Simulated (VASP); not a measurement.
Runs of VASP 6.6.1 on Al. The structure is that of space group Fm-3m (No. 225), or close to it. The cells are those of the table. 

| cell | gap on the mesh (eV) | pressure (GPa) |
| --- | --- | --- |
| a = 2.785 Å, angles 60.0°, 1 atom | none | 7.3 |
| a = 2.901 Å, angles 60.0°, 1 atom | none | (b) |
| a = 2.938 Å, angles 60.0°, 1 atom | none | (a) |
| a = 2.864 Å, angles 60.0°, 1 atom | none | -0.4 |
| a = 2.825 Å, angles 60.0°, 1 atom | none | 3.0 |

Alike in all rows: task single point; level PBE; potentials or basis VASP PAW PBE potentials, release 64 (Al); no spin polarisation; k mesh 12 × 12 × 12; cutoff (eV) 520; smearing fermi-dirac 0.15 eV.

**Question.** Fill in the values left out.

**Answer.** (a) -5.3; (b) -3.2.

A gap of «none» marks levels without a gap at the run's occupations.
